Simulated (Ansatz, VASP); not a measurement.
One calculation of Cd, two programs

```
Cd
1.0
     1.55374    0.89705    2.51356
    -1.55374    0.89705    2.51356
     0.00000   -1.79411    2.51356
Cd
1
Direct
  0.00000 0.00000 0.00000
```

Alike in both runs: task single point; functional PBE; k mesh 18 × 18 × 18; occupations gaussian, width 0.1 eV; no spin polarisation.

|  | VASP | Ansatz |
| --- | --- | --- |
| version | VASP 6.6.1 | Ansatz 0.2.0 |
| potentials or method | VASP PAW PBE potentials, release 64 (Cd), cutoff 520 eV | scalar-relativistic, plane waves, PAW |
| valence electrons in the cell | 12 | 20 |

Ansatz gave:

* gap on the k mesh at the Fermi level (eV): none
* pressure (GPa): 4.4
* traceless stress, the component that is largest in VASP (GPa): 0.21

Question: What did VASP give for the same quantities?

Answer: gap on the k mesh at the Fermi level (eV): none; pressure (GPa): 4.8; traceless stress, the component that is largest in VASP (GPa): 0.23.

A gap of «none» marks a metal or a gap that the smearing closes. VASP's potentials hold 12 valence electrons a cell and Ansatz's 20, so a difference there can come from the potentials and not from the codes.
